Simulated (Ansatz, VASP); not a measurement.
# Cu5Ni in VASP and in Ansatz

Contents of POSCAR:

```
Cu5Ni
1.0
    2.5496813131     -0.0000000289      0.0000000000
   -1.2748406315      2.2080888031      0.0000000000
    0.0000000000      0.0000000000     12.4956948000
Cu Ni
5 1
Direct
    0.3333333333      0.6666666667      0.8362110000
    0.6666666667      0.3333333333      0.6680890000
    0.0000000000      0.0000000000      0.5000000000
    0.3333333333      0.6666666667      0.3319110000
    0.6666666667      0.3333333333      0.1637890000
    0.0000000000      0.0000000000      0.0000000000
```

INCAR.step1

```
  PREC = Accurate
  ENCUT = 520
  ISMEAR = 0
  SIGMA = 0.1
  LREAL = F
  LASPH = T
  NELM = 60
  NBANDS = 42
  GGA = PE
  ALGO = Normal
  EDIFF = 1E-4
  LWAVE = T
  LCHARG = F
```

File INCAR.step2:

```
  PREC = Accurate
  ENCUT = 520
  EDIFF = 1E-6
  ISMEAR = 0
  SIGMA = 0.1
  LREAL = F
  LASPH = T
  NELM = 60
  ALGO = Normal
  ISIF = 2
  LWAVE = F
  LCHARG = F
  METAGGA = R2SCAN
  LMIXTAU = T
  NBANDS = 42
  ISTART = 1
```

The input KPOINTS:

```
regular mesh
0
Gamma
  18 18 4
```

Input for Ansatz:

```yaml
crystal:
  lattice:
    - [2.5496813131, -2.89e-08, 0.0]
    - [-1.2748406315, 2.2080888031, 0.0]
    - [0.0, 0.0, 12.4956948]
  atoms:
    - { symbol: Cu, position: [0.3333333333, 0.6666666667, 0.836211] }
    - { symbol: Cu, position: [0.6666666667, 0.3333333333, 0.668089] }
    - { symbol: Cu, position: [0.0, 0.0, 0.5] }
    - { symbol: Cu, position: [0.3333333333, 0.6666666667, 0.331911] }
    - { symbol: Cu, position: [0.6666666667, 0.3333333333, 0.163789] }
    - { symbol: Ni, position: [0.0, 0.0, 0.0] }
basis:
  ecutwfc: 500
kpoints:
  mp_grid: { grid: [18, 18, 4] }
  band_path:
    path:
      - [[0.0, 0.0, 0.0], [0.5, 0.0, 0.0], [0.33333333, 0.33333333, 0.0], [0.0, 0.0, 0.0], [0.0, 0.0, 0.5], [0.5, 0.0, 0.5], [0.33333333, 0.33333333, 0.5], [0.0, 0.0, 0.5]]
      - [[0.5, 0.0, 0.5], [0.5, 0.0, 0.0]]
      - [[0.33333333, 0.33333333, 0.5], [0.33333333, 0.33333333, 0.0]]
    npoints: 14
hamiltonian:
  xc: r2scan
scf:
  occupations: { method: gaussian, width: 0.1 }
  n_extra_bands: 15
output:
  forces: true
  stress: true
  eigenvalues: true
  populations: true
  dos: { projected: true, de: 0.02, nscf_kmesh: { grid: [22, 22, 5] } }
  bader: true
  write_density: true
  write_potential: true
  elf: true
  volumetric_format: npy
```

Alike in both runs: task single point; functional r2SCAN; k mesh 18 × 18 × 4; occupations gaussian, width 0.1 eV; no spin polarisation.

|  | VASP | Ansatz |
| --- | --- | --- |
| version | VASP 6.6.1 | Ansatz 0.2.0 |
| potentials or method | VASP PAW PBE potentials, release 64 (Cu, Ni), cutoff 520 eV | scalar-relativistic, plane waves, PAW |
| valence electrons in the cell | 65 | 113 |

|  | VASP | Ansatz | Ansatz less VASP |
| --- | --- | --- | --- |
| gap on the k mesh at the Fermi level (eV) | none | none | - |
| pressure (GPa) | -6.1 | -6.8 | -0.66 |
| traceless stress, the component that is largest in VASP (GPa) | -0.06 | 0.00 | +0.066 |
| rms of the force components (eV/Å) | 0.009 | 0.008 | -0.0014 |

VASP's potentials were made for PBE, not for r2SCAN. Atom by atom the forces differ by 0.002 eV/Å (rms over components). A gap of «none» marks a metal or a gap that the smearing closes. With one functional, cell and mesh, what is left measures potentials, basis and numerics. VASP's potentials hold 65 valence electrons a cell and Ansatz's 113, so a difference there can come from the potentials and not from the codes.
